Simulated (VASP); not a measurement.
# SiNi (P2_13) in VASP: single point with PBE

Aim: the single point of SiNi with PBE.

All numbers are computed with VASP 6.6.1; they aren't measurements. Logs are shortened: lines on timing, memory, paths and dates and some standing lists are left out, and cuts for length are marked.

### 1 The cell of the first run

Symmetry: P2_13, No. 198, cubic system. Conventional cell: a = 4.497 Å, b = 4.497 Å, c = 4.497 Å, α = 90.00°, β = 90.00°, γ = 90.00°. Si (site symmetry 3) has 7 Ni at 2.23 to 2.47 Å and 6 Si at 2.76 Å within 3.0 Å. Ni (site symmetry 3) has 7 Si at 2.23 to 2.47 Å and 6 Ni at 2.77 Å within 3.0 Å.

### 2 Single point, PBE, collinear spin, ferromagnetic start

Contents of INCAR:

```
SYSTEM = SiNi
  PREC = Accurate
  ENCUT = 520
  EDIFF = 1E-6
  ISMEAR = 0
  SIGMA = 0.05
  LREAL = .FALSE.
  LASPH = .TRUE.
  NELM = 150
  ALGO = Normal
  ISIF = 2
  LWAVE = .FALSE.
  LCHARG = .TRUE.
  ISPIN = 2
  MAGMOM = 0 0 0 0 2 2 2 2
  LORBIT = 11
  LMAXMIX = 4
  GGA = PE
  LELF = .TRUE.
  LVHAR = .TRUE.
  NBANDS = 42
```

Contents of KPOINTS:

```
Automatic mesh
0
G
  8 8 8
  0 0 0
```

Contents of POSCAR:

```
SiNi
1.0
    4.4967800000      0.0000000000      0.0000000000
    0.0000000000      4.4967800000      0.0000000000
    0.0000000000      0.0000000000      4.4967800000
Si Ni
4 4
Direct
    0.8601000000      0.8601000000      0.8601000000
    0.6399000000      0.1399000000      0.3601000000
    0.3601000000      0.6399000000      0.1399000000
    0.1399000000      0.3601000000      0.6399000000
    0.1470000000      0.1470000000      0.1470000000
    0.3530000000      0.8530000000      0.6470000000
    0.6470000000      0.3530000000      0.8530000000
    0.8530000000      0.6470000000      0.3530000000
```

Potentials or basis: VASP PAW PBE potentials, release 64 (Si, Ni).

Started as:

```
$ cat potpaw_PBE.64/Si/POTCAR potpaw_PBE.64/Ni/POTCAR > POTCAR
$ mpirun -np 1 vasp_std > vasp.out
```

OUTCAR:

```text
SYSTEM = SiNi
   PREC = Accurate
   ENCUT = 520
   EDIFF = 1E-6
   ISMEAR = 0
   LREAL = .FALSE.
   LASPH = .TRUE.
   NELM = 150
   ISIF = 2
   ISPIN = 2
   LORBIT = 11
   GGA = PE

 ion  position               nearest neighbor table
   1  0.860  0.860  0.860-   5 2.23   6 2.41   7 2.41   8 2.41   8 2.47   7 2.47   6 2.47   2 2.76
                             3 2.76   4 2.76   4 2.76   3 2.76   2 2.76
   2  0.640  0.140  0.360-   6 2.23   5 2.41   7 2.41   8 2.41   5 2.47   8 2.47   7 2.47   4 2.76
                             1 2.76   1 2.76   3 2.76   3 2.76   4 2.76
   3  0.360  0.640  0.140-   7 2.23   6 2.41   5 2.41   8 2.41   5 2.47   6 2.47   8 2.47   4 2.76
                             1 2.76   4 2.76   2 2.76   1 2.76   2 2.76
   4  0.140  0.360  0.640-   8 2.23   6 2.41   7 2.41   5 2.41   7 2.47   5 2.47   6 2.47   3 2.76
                             1 2.76   3 2.76   1 2.76   2 2.76   2 2.76
   5  0.147  0.147  0.147-   1 2.23   2 2.41   3 2.41   4 2.41   4 2.47   3 2.47   2 2.47   6 2.77
                             6 2.77   7 2.77   8 2.77   8 2.77   7 2.77
   6  0.353  0.853  0.647-   2 2.23   1 2.41   3 2.41   4 2.41   1 2.47   4 2.47   3 2.47   7 2.77
                             8 2.77   5 2.77   5 2.77   7 2.77   8 2.77
   7  0.647  0.353  0.853-   3 2.23   2 2.41   1 2.41   4 2.41   1 2.47   2 2.47   4 2.47   6 2.77
                             8 2.77   8 2.77   6 2.77   5 2.77   5 2.77
   8  0.853  0.647  0.353-   4 2.23   2 2.41   3 2.41   1 2.41   3 2.47   1 2.47   2 2.47   6 2.77
                             7 2.77   7 2.77   5 2.77   5 2.77   6 2.77

  LATTYP: Found a simple cubic cell.
 ALAT       =     4.4967800000

  Lattice vectors:

 A1 = (   4.4967800000,   0.0000000000,   0.0000000000)
 A2 = (   0.0000000000,   4.4967800000,   0.0000000000)
 A3 = (   0.0000000000,   0.0000000000,   4.4967800000)

Analysis of symmetry for initial positions (statically):
=====================================================================
 Subroutine PRICEL returns:
 Original cell was already a primitive cell.

 Routine SETGRP: Setting up the symmetry group for a
 simple cubic supercell.

 Subroutine GETGRP returns: Found 12 space group operations
 (whereof  3 operations were pure point group operations)
 out of a pool of 48 trial point group operations.

The static configuration has the point symmetry C_3 .
 The point group associated with its full space group is T   .

Analysis of symmetry for dynamics (positions and initial velocities):
=====================================================================
 Subroutine PRICEL returns:
 Original cell was already a primitive cell.

 Routine SETGRP: Setting up the symmetry group for a
 simple cubic supercell.

 Subroutine GETGRP returns: Found 12 space group operations
 (whereof  3 operations were pure point group operations)
 out of a pool of 48 trial point group operations.

The dynamic configuration has the point symmetry C_3 .
 The point group associated with its full space group is T   .

Analysis of structural, dynamic, and magnetic symmetry:
=====================================================================
 Subroutine PRICEL returns:
 Original cell was already a primitive cell.

 Routine SETGRP: Setting up the symmetry group for a
 simple cubic supercell.

 Subroutine GETGRP returns: Found 12 space group operations
 (whereof  3 operations were pure point group operations)
 out of a pool of 48 trial point group operations.

The overall configuration has the point symmetry C_3 .
 The point group associated with its full space group is T   .

 Subroutine INISYM returns: Found 12 space group operations
 (whereof  3 operations are pure point group operations),
 and found     1 'primitive' translations

----------------------------------------------------------------------------------------

                                     Primitive cell

  volume of cell :      90.9295

  direct lattice vectors                    reciprocal lattice vectors
     4.496780000  0.000000000  0.000000000     0.222381348  0.000000000  0.000000000
     0.000000000  4.496780000  0.000000000     0.000000000  0.222381348  0.000000000
     0.000000000  0.000000000  4.496780000     0.000000000  0.000000000  0.222381348

  length of vectors
     4.496780000  4.496780000  4.496780000     0.222381348  0.222381348  0.222381348

  position of ions in fractional coordinates (direct lattice)
     0.860100000  0.860100000  0.860100000
     0.639900000  0.139900000  0.360100000
     0.360100000  0.639900000  0.139900000
     0.139900000  0.360100000  0.639900000
     0.147000000  0.147000000  0.147000000
     0.353000000  0.853000000  0.647000000
     0.647000000  0.353000000  0.853000000
     0.853000000  0.647000000  0.353000000

  ion indices of the primitive-cell ions
   primitive index   ion index
                 1           1
                 2           2
                 3           3
                 4           4
                 5           5
                 6           6
                 7           7
                 8           8

----------------------------------------------------------------------------------------

 KPOINTS: Automatic mesh

Automatic generation of k-mesh.
 Grid dimensions read from file:
 generate k-points for:    8    8    8

 Generating k-lattice:

  Cartesian coordinates                     Fractional coordinates (reciprocal lattice)
     0.027797669  0.000000000  0.000000000     0.125000000  0.000000000  0.000000000
     0.000000000  0.027797669  0.000000000     0.000000000  0.125000000  0.000000000
     0.000000000  0.000000000  0.027797669     0.000000000  0.000000000  0.125000000

  Length of vectors
     0.027797669  0.027797669  0.027797669

  Shift w.r.t. Gamma in fractional coordinates (k-lattice)
     0.000000000  0.000000000  0.000000000

 Subroutine IBZKPT returns following result:
 ===========================================

 Found     45 irreducible k-points:

 Following reciprocal coordinates:
            Coordinates               Weight
  0.000000  0.000000  0.000000      1.000000
  0.125000  0.000000  0.000000      6.000000
  0.250000  0.000000  0.000000      6.000000
  0.375000  0.000000  0.000000      6.000000
  0.500000  0.000000  0.000000      3.000000
  0.125000  0.125000  0.000000     12.000000
[... 16 lines left out ...]
  0.250000  0.125000  0.125000     24.000000
  0.375000  0.125000  0.125000     24.000000
 [... further k-points ...]
   k-points           NKPTS =     45   k-points in BZ     NKDIM =     45   number of bands    NBANDS=     42
   number of dos      NEDOS =    301   number of ions     NIONS =      8
   total plane-waves  NPLWV =  46656
   dimension x,y,z NGX =    36 NGY =   36 NGZ =   36
   dimension x,y,z NGXF=    72 NGYF=   72 NGZF=   72
   ions per type =               4   4
   NGX,Y,Z   is equivalent  to a cutoff of  13.31, 13.31, 13.31 a.u.
   NGXF,Y,Z  is equivalent  to a cutoff of  26.62, 26.62, 26.62 a.u.
 SYSTEM =  SiNi
   PREC   = accura    normal or accurate (medium, high low for compatibility)
   ISTART =      0    job   : 0-new  1-cont  2-samecut
   ICHARG =      2    charge: 1-file 2-atom 10-const
   ISPIN  =      2    spin polarized calculation?
   LNONCOLLINEAR =      F non collinear calculations
   LSORBIT =      F    spin-orbit coupling
   LASPH  =      T    aspherical Exc in radial PAW
   ENCUT  =  520.0 eV  38.22 Ry    6.18 a.u.   8.36  8.36  8.36*2*pi/ulx,y,z
   NELM   =    150;   NELMIN=  2; NELMDL= -5     # of ELM steps
   EDIFF  = 0.1E-05   stopping-criterion for ELM
   LREAL  =      F    real-space projection
   EDIFFG = 0.1E-04   stopping-criterion for IOM
   NSW    =      0    number of steps for IOM
   IBRION =     -1    ionic relax: 0-MD 1-quasi-New 2-CG
   NFREE  =      0    steps in history (QN), initial steepest desc. (CG)
   ISIF   =      2    stress and relaxation
   ISYM   =      2    0-nonsym 1-usesym 2-fastsym
   POTIM  = 0.5000    time-step for ionic-motion
   TEBEG  =    0.0;   TEEND  =   0.0 temperature during run
   PSTRESS=    0.0 pullay stress
   NELECT =      56.0000    total number of electrons
   NUPDOWN=      -1.0000    fix difference up-down
   EMIN   =  10.00;   EMAX   =-10.00  energy-range for DOS
   EFERMI =   0.00;   METHOD = LEGACY
   ISMEAR =     0;   SIGMA  =   0.05  broadening in eV -4-tet -1-fermi 0-gaus
   EFERMI_NEDOS =   21; number of points for ismear=-14 and -15
   IALGO  =     38    algorithm
   IMIX   =      4    mixing-type and parameters
     AMIX     =   0.40;   BMIX     =  1.00
     AMIX_MAG =   1.60;   BMIX_MAG =  1.00
  volume/ion in A,a.u.               =      11.37        76.70
  Fermi-wavevector in a.u.,A,eV,Ry     =   1.392844  2.632094 26.395505  1.940015
  Thomas-Fermi vector in A             =   2.516548
   LORBIT       =     11    0 simple, 1 ext, 2 COOP (PROOUT), +10 PAW based schemes
   GGA     = PE    functional components
   LHFCALC =     F    Hartree Fock is set to
   AEXX    =    0.0000 exact exchange contribution
   IVDW    =     0    specifies the selected vdW correction
   LEPSILON=     F    determine dielectric tensor
   LRPA    =     F    only Hartree local field effects (RPA)
 spin polarized calculation
 Gauss-broadening in eV      SIGMA  =   0.05
  energy-cutoff  :      520.00
  volume of cell :       90.93
 maximum number of plane-waves:      2469
 NGX is ok and might be reduce to    36
   NGX = 17   NGY = 17   NGZ = 17

 number of electron      56.0000063 magnetization      -0.0014681

 number of electron      56.0000063 magnetization       0.0019875

 Free energy of the ion-electron system (eV)
  ---------------------------------------------------
  ext. energy  EPLUGINS =         0.00000000
  ---------------------------------------------------
  free energy    TOTEN  =       -46.57044905 eV

  energy without entropy =      -46.56888546  energy(sigma->0) =      -46.56966726

 E-fermi :  11.9758     XC(G=0): -12.5825

 val. band max:       11.9607076141   @ k =   0.2500   0.2500   0.2500
 cond. band min:      12.0328429331   @ k =   0.2500   0.0000   0.0000
 fundamental gap:      0.0721353189
 Fermi energy:        11.9758121516

 spin component 1

 k-point     1 :       0.0000    0.0000    0.0000
  band No.  band energies     occupation
      1      -2.2743      1.00000
      2       3.1539      1.00000
      3       3.1539      1.00000
      4       3.1539      1.00000
      5       5.7242      1.00000
      6       5.7242      1.00000
[... 32 lines left out ...]
     39      16.7665      0.00000
[... 988 lines left out ...]
     39      17.6755      0.00000
     40      18.5220      0.00000

 [... further k-points ...]

 spin component 2

 k-point     1 :       0.0000    0.0000    0.0000
  band No.  band energies     occupation
      1      -2.2743      1.00000
      2       3.1540      1.00000
      3       3.1540      1.00000
      4       3.1540      1.00000
      5       5.7243      1.00000
      6       5.7243      1.00000
[... 32 lines left out ...]
     39      16.7666      0.00000
[... 988 lines left out ...]
     39      17.6756      0.00000
     40      18.5221      0.00000

 [... further k-points ...]

 [bands above 40 left out]

------------------------ aborting loop because EDIFF is reached ----------------------------------------

  FORCE on cell =-STRESS in cart. coord.  units (eV):
  Direction    XX          YY          ZZ          XY          YZ          ZX
  --------------------------------------------------------------------------------------
  -------------------------------------------------------------------------------------
  Total        2.2109555      2.2109555      2.2109555      0.0000000     -0.0000000      0.0000000
  in kB       38.9570133     38.9570133     38.9570133      0.0000000     -0.0000000      0.0000000
  external PRESSURE =      38.9570133 kB  Pullay stress =       0.0000000 kB

 VOLUME and BASIS-vectors are now :
 -----------------------------------------------------------------------------
  energy-cutoff  :      520.00
  volume of cell :       90.93
      direct lattice vectors                 reciprocal lattice vectors
     4.496780000  0.000000000  0.000000000     0.222381348  0.000000000  0.000000000
     0.000000000  4.496780000  0.000000000     0.000000000  0.222381348  0.000000000
     0.000000000  0.000000000  4.496780000     0.000000000  0.000000000  0.222381348

 POSITION                                       TOTAL-FORCE (eV/Angst)
 -----------------------------------------------------------------------------------
      3.86768      3.86768      3.86768        -0.686229     -0.686229     -0.686229
      2.87749      0.62910      1.61929         0.686229      0.686229     -0.686229
      1.61929      2.87749      0.62910        -0.686229      0.686229      0.686229
      0.62910      1.61929      2.87749         0.686229     -0.686229      0.686229
      0.66103      0.66103      0.66103         0.204104      0.204104      0.204104
      1.58736      3.83575      2.90942        -0.204104     -0.204104      0.204104
      2.90942      1.58736      3.83575         0.204104     -0.204104     -0.204104
      3.83575      2.90942      1.58736        -0.204104      0.204104     -0.204104
 -----------------------------------------------------------------------------------
    total drift:                                0.000000      0.000000      0.000000

  FREE ENERGIE OF THE ION-ELECTRON SYSTEM (eV)
  ---------------------------------------------------
  free  energy   TOTEN  =       -46.5704490506 eV

  energy  without entropy=      -46.5688854614  energy(sigma->0) =      -46.56966726

 total charge

# of ion       s       p       d       tot
------------------------------------------
    1        0.739   0.853   0.000   1.591
    2        0.739   0.853   0.000   1.591
    3        0.739   0.853   0.000   1.591
    4        0.739   0.853   0.000   1.591
    5        0.455   0.609   8.502   9.566
    6        0.455   0.609   8.502   9.566
    7        0.455   0.609   8.502   9.566
    8        0.455   0.609   8.502   9.566
--------------------------------------------------
tot          4.776   5.845  34.010  44.631

 magnetization (x)

# of ion       s       p       d       tot
------------------------------------------
    1        0.000  -0.000   0.000  -0.000
    2        0.000  -0.000   0.000  -0.000
    3        0.000  -0.000   0.000  -0.000
    4        0.000  -0.000   0.000  -0.000
    5       -0.000  -0.000   0.000   0.000
    6       -0.000  -0.000   0.000   0.000
    7       -0.000  -0.000   0.000   0.000
    8       -0.000  -0.000   0.000   0.000
--------------------------------------------------
tot          0.000  -0.000   0.001   0.000
```

Run time: 11 min. Hardware: 1 thread of Intel Xeon 8259CL, shared host; peak memory 0.39 GiB.

What came out:

* Free energy: -46.5704 eV
* Pressure: 3.9 GPa
* Largest force: 1.189 eV/Å
* Band gap on the k mesh: zero (filled and empty bands overlap)
* Net moment: 0.00 μB per cell
* Valence electrons inside the program's atomic spheres: Si 1.59; Ni 9.57

Forces on the atoms (eV/Å):
```
Si  -0.686 -0.686 -0.686
Si   0.686  0.686 -0.686
Si  -0.686  0.686  0.686
Si   0.686 -0.686  0.686
Ni   0.204  0.204  0.204
Ni  -0.204 -0.204  0.204
Ni   0.204 -0.204 -0.204
Ni  -0.204  0.204 -0.204
```

Levels at points of the mesh, in eV from the Fermi level:
Spin up:
| k point | band 26 | band 27 | band 28 | band 29 | band 30 | band 31 |
| --- | --- | --- | --- | --- | --- | --- |
| (0.00, 0.00, 0.00) | -1.64 | -1.64 | 0.93 | 0.93 | 0.93 | 1.44 |
| (0.50, 0.00, 0.00) | -1.95 | -0.61 | -0.61 | -0.17 | -0.17 | 2.94 |
| (0.50, 0.50, 0.00) | -1.48 | -0.97 | -0.97 | 0.38 | 0.38 | 0.91 |
| (0.50, 0.50, 0.50) | -1.74 | -1.74 | -1.74 | 4.15 | 4.15 | 4.15 |
Spin down:
```
           k point  band 24  band 25  band 26  band 27  band 28  band 29  band 30  band 31  band 32  band 33
(0.00, 0.00, 0.00)    -2.12    -1.64    -1.64    -1.64     0.93     0.93     0.93     1.44     1.44     1.98
(0.50, 0.00, 0.00)    -2.07    -1.95    -1.95    -0.61    -0.61    -0.17    -0.17     2.94     2.94     3.03
(0.50, 0.50, 0.00)    -2.32    -1.47    -1.47    -0.97    -0.97     0.38     0.38     0.91     0.91     3.76
(0.50, 0.50, 0.50)    -2.53    -1.74    -1.74    -1.74    -1.74     4.15     4.15     4.15     4.15     4.61
```

Caveat: the cell stands under pressure; the moments typed at the start vanished in this run; forces of over 1 eV/Å act on the atoms, so gaps and moduli don't describe the material at rest.

The gap in the log of VASP goes by the Fermi energy; the results here count the filled bands.